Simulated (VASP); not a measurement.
Here is a VASP 6.6.1 calculation.

INCAR

```
PREC = Accurate
ENCUT = 520
EDIFF = 1E-6
ISMEAR = 1
SIGMA = 0.1
LREAL = False
LASPH = True
NELM = 100
ALGO = Normal
ISIF = 2
LWAVE = False
LCHARG = False
NBANDS = 10
```

File KPOINTS:

```
Automatic mesh
0
Gamma
  5 5 3
```

The input POSCAR:

```
Al
1.0
    2.8124600000      0.0000000000      0.0000000000
   -1.4062300000      2.4356600000      0.0000000000
    0.0000000000      0.0000000000      4.8668500000
Al
2
Direct
    0.6666666667      0.3333333333      0.7500000000
    0.3333333333      0.6666666667      0.2500000000
```

Potentials or basis: VASP PAW LDA potentials, release 64 (Al).

Command:

```sh
$ cat potpaw_LDA.64/Al/POTCAR > POTCAR
$ mpirun -np 1 vasp_std > vasp.out
```

Estimate the pressure.

-3.1 GPa.

Predict the band gap on the k mesh.

zero (band 3 reaches 9.40 eV, above the bottom of band 4 at 6.19 eV).

Stress tensor (GPa, compression positive):
```
-1.00  0.00  0.00
 0.00 -1.00  0.00
 0.00  0.00 -7.17
```

Caveat: the k points lie up to 0.52 Å⁻¹ apart.
